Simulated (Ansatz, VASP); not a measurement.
**B: VASP beside Ansatz**

```
CELL_PARAMETERS angstrom
1.91879 0.00000 0.00000
0.00000 1.91879 0.00000
0.00000 0.00000 1.91879
ATOMIC_POSITIONS crystal
B 0.00000 0.00000 0.00000
```

Alike in both runs: task single point; functional RPBE; k mesh 18 × 18 × 18; occupations fermi-dirac, width 0.1 eV; no spin polarisation.

|  | VASP | Ansatz |
| --- | --- | --- |
| version | VASP 6.6.1 | Ansatz 0.2.0 |
| potentials or method | VASP PAW PBE potentials, release 64 (B), cutoff 500 eV | plane waves (420 eV) with PAW, scalar-relativistic |
| valence electrons in the cell | 3 | 3 |

VASP gave:

```
pressure (GPa) : -7.8
```

**Question.** Which values does Ansatz return?

**Answer.** Pressure (GPa): -7.7.

VASP's potentials were made for PBE, not for RPBE. The functional is the same, so the differences come from potentials, cutoffs and numerics.
